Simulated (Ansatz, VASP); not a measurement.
**One calculation of Ta2N, two programs**

The input INCAR:

```
SYSTEM = Ta2N
PREC = Accurate
ENCUT = 520
EDIFF = 1E-6
ISMEAR = 0
SIGMA = 0.15
LREAL = .False.
LASPH = .True.
NELM = 80
ALGO = Normal
ISIF = 2
LWAVE = .False.
LCHARG = .True.
LELF = .True.
LVHAR = .True.
NBANDS = 50
```

Contents of KPOINTS:

```
Automatic mesh
0
Gamma
  9 9 8
  0 0 0
```

POSCAR

```
Ta2N
1.0
    5.1945250684      0.0000000000      0.0000000000
   -2.5972625342      4.4985906699      0.0000000000
    0.0000000000      0.0000000000      4.9483045802
Ta N
6 3
Direct
    0.7147405334      0.7147405334      0.7526041962
    0.0000000000      0.2852594666      0.7526041962
    0.2852594666      0.0000000000      0.7526041962
    0.2852594666      0.2852594666      0.2473958038
    0.0000000000      0.7147405334      0.2473958038
    0.7147405334      0.0000000000      0.2473958038
    0.6666666667      0.3333333333      0.5000000000
    0.3333333333      0.6666666667      0.5000000000
    0.0000000000      0.0000000000      0.0000000000
```

Input for Ansatz:

```yaml
crystal:
  lattice:
    - [5.1945250684, 0.0, 0.0]
    - [-2.5972625342, 4.4985906699, 0.0]
    - [0.0, 0.0, 4.9483045802]
  atoms:
    - { symbol: Ta, position: [0.7147405334, 0.7147405334, 0.7526041962] }
    - { symbol: Ta, position: [0.0, 0.2852594666, 0.7526041962] }
    - { symbol: Ta, position: [0.2852594666, 0.0, 0.7526041962] }
    - { symbol: Ta, position: [0.2852594666, 0.2852594666, 0.2473958038] }
    - { symbol: Ta, position: [0.0, 0.7147405334, 0.2473958038] }
    - { symbol: Ta, position: [0.7147405334, 0.0, 0.2473958038] }
    - { symbol: "N", position: [0.6666666667, 0.3333333333, 0.5] }
    - { symbol: "N", position: [0.3333333333, 0.6666666667, 0.5] }
    - { symbol: "N", position: [0.0, 0.0, 0.0] }
basis:
  ecutwfc: 520.0
kpoints:
  mp_grid: { grid: [9, 9, 8] }
hamiltonian:
  xc: lda
  pseudopotentials: { kind: paw, azcp: { folder: soft_1 } }
scf:
  occupations: { method: gaussian, width: 0.15 }
output:
  forces: true
  stress: true
  eigenvalues: true
```

Alike in both runs: task single point; functional LDA; k mesh 9 × 9 × 8; occupations gaussian, width 0.15 eV; no spin polarisation.

```csv
,VASP,Ansatz
version,VASP 6.6.1,Ansatz 0.2.0
potentials or method,"VASP PAW LDA potentials, release 64 (Ta_pv, N), cutoff 520 eV","scalar-relativistic, plane waves, PAW"
valence electrons in the cell,81,93
```

Ansatz gave:

- gap on the k mesh at the Fermi level (eV): none
- rms of the force components (eV/Å): 4.758

Q: Which values does VASP return?

A: gap on the k mesh at the Fermi level (eV): none; rms of the force components (eV/Å): 4.810.

Ansatz warns that its potentials were made for another functional, while VASP's fit it. LDA's correlation is that of Perdew and Zunger in VASP and of Perdew and Wang (1992) in Ansatz. Atom by atom the forces differ by 0.052 eV/Å (rms over components). A gap of «none» marks a metal or a gap that the smearing closes. VASP's potentials hold 81 valence electrons a cell and Ansatz's 93, so a difference there can come from the potentials and not from the codes.

Spin-orbit coupling is off throughout.
